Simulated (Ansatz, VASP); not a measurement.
**YI: VASP beside Ansatz**

```
Y I
1.0
     3.61014    0.00000    0.00000
    -1.80507    3.12648    0.00000
     0.00000    0.00000   10.11091
Y I
2 2
Direct
  0.66667 0.33333 0.62673
  0.33333 0.66667 0.37327
  0.33333 0.66667 0.81998
  0.66667 0.33333 0.18002
```

Change from the starting cell: volume scaled by 0.76, no spin polarisation, PAW files.

Alike in both runs: task single point; functional LDA; k mesh 7 × 7 × 3; occupations fermi-dirac, width 0.05 eV; no spin polarisation.

|  | VASP | Ansatz |
| --- | --- | --- |
| version | VASP 6.6.1 | Ansatz 0.2.0 |
| potentials or method | VASP PAW LDA potentials, release 64 (Y_sv, I) | PAW with Ansatz's default frozen-core files, scalar-relativistic |
| plane-wave cutoff (eV) | 520 | 420 |
| valence electrons in the cell | 36 | 56 |

Ansatz gave:

* pressure (GPa): 11.3
* traceless stress, the component that is largest in VASP (GPa): 1.45
* rms of the force components (eV/Å): 0.812

**Question.** Which values does VASP return?

**Answer.** Pressure (GPa): 11.3; traceless stress, the component that is largest in VASP (GPa): 1.46; rms of the force components (eV/Å): 0.818.

LDA's correlation is that of Perdew and Zunger in VASP and of Perdew and Wang (1992) in Ansatz. Atom by atom the forces differ by 0.006 eV/Å (rms over components). VASP's potentials hold 36 valence electrons a cell and Ansatz's 56, so a difference there can come from the potentials and not from the codes.

Neither program's run includes spin-orbit coupling.
